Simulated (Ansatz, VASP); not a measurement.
Co in VASP and in Ansatz

INCAR

```
PREC     = Accurate       # precision mode
ENCUT    = 520            # plane-wave cutoff, eV
EDIFF    = 1E-7           # SCF threshold, eV
ISMEAR   = -1             # smearing method
SIGMA    = 0.05           # smearing width, eV
LREAL    = False          # projectors in reciprocal space
LASPH    = True           # aspherical terms in the spheres
NELM     = 150            # most SCF steps
ALGO     = Normal         # electronic algorithm
ISIF     = 2              # what is computed and relaxed
LWAVE    = False          # write WAVECAR
LCHARG   = True           # write CHGCAR
ISPIN    = 2              # spin polarisation
MAGMOM   = 2 2 2 2        # initial moments
LORBIT   = 11             # projections on sites
LMAXMIX  = 4              # l up to which the mixer works
GGA      = PS             # functional
IVDW     = 12             # dispersion correction
LELF     = True           # ELF
LVHAR    = True         
NBANDS   = 30             # bands
```

File KPOINTS:

```
regular mesh
0
Gamma
  12 12 4
```

Contents of POSCAR:

```
Co
1.0
    2.4371717178      0.0000000000      0.0000000000
   -1.2185858589      2.1106526210      0.0000000000
    0.0000000000      0.0000000000      7.9789199430
Co
4
Direct
    0.6666666667      0.3333333333      0.7500000000
    0.0000000000      0.0000000000      0.5000000000
    0.3333333333      0.6666666667      0.2500000000
    0.0000000000      0.0000000000      0.0000000000
```

input.yaml

```yaml
crystal:
  lattice:
    - [2.4371717178, 0.0, 0.0]
    - [-1.2185858589, 2.110652621, 0.0]
    - [0.0, 0.0, 7.978919943]
  atoms:
    - { symbol: Co, position: [0.6666666667, 0.3333333333, 0.75], spin: 2.0 }
    - { symbol: Co, position: [0.0, 0.0, 0.5], spin: 2.0 }
    - { symbol: Co, position: [0.3333333333, 0.6666666667, 0.25], spin: 2.0 }
    - { symbol: Co, position: [0.0, 0.0, 0.0], spin: 2.0 }
hamiltonian:
  xc: pbesol
  pseudopotentials: { kind: paw }
  dispersion: d3bj
magnetization:
  spin_polarized: true
kpoints:
  mp_grid: { grid: [12, 12, 4] }
scf:
  occupations: { method: fermi_dirac, width: 0.05 }
output:
  forces: true
  stress: true
  eigenvalues: true
```

Alike in both runs: task single point; functional PBEsol; dispersion D3(BJ); k mesh 12 × 12 × 4; occupations fermi-dirac, width 0.05 eV; collinear spin.

|  | VASP | Ansatz |
| --- | --- | --- |
| version | VASP 6.6.1 | Ansatz 0.2.0 |
| potentials or method | VASP PAW PBE potentials, release 64 (Co) | Ansatz PAW |
| plane-wave cutoff (eV) | 520 | 420 |
| valence electrons in the cell | 36 | 68 |

```tsv
	VASP	Ansatz	Ansatz less VASP
gap on the k mesh at the Fermi level (eV)	none	none	-
pressure (GPa)	-3.9	-2.9	+1.09
traceless stress, the component that is largest in VASP (GPa)	-2.58	-2.69	-0.108
net moment per atom (μB)	1.58	1.59	+0.011
size of the moment on the site where the two differ most (μB)	1.59	1.66	+0.067
```

VASP's potentials were made for PBE, not for PBEsol. Site moments also hang on the region over which each program counts them. A gap of «none» marks a metal or a gap that the smearing closes. VASP's potentials hold 36 valence electrons a cell and Ansatz's 68, so a difference there can come from the potentials and not from the codes.
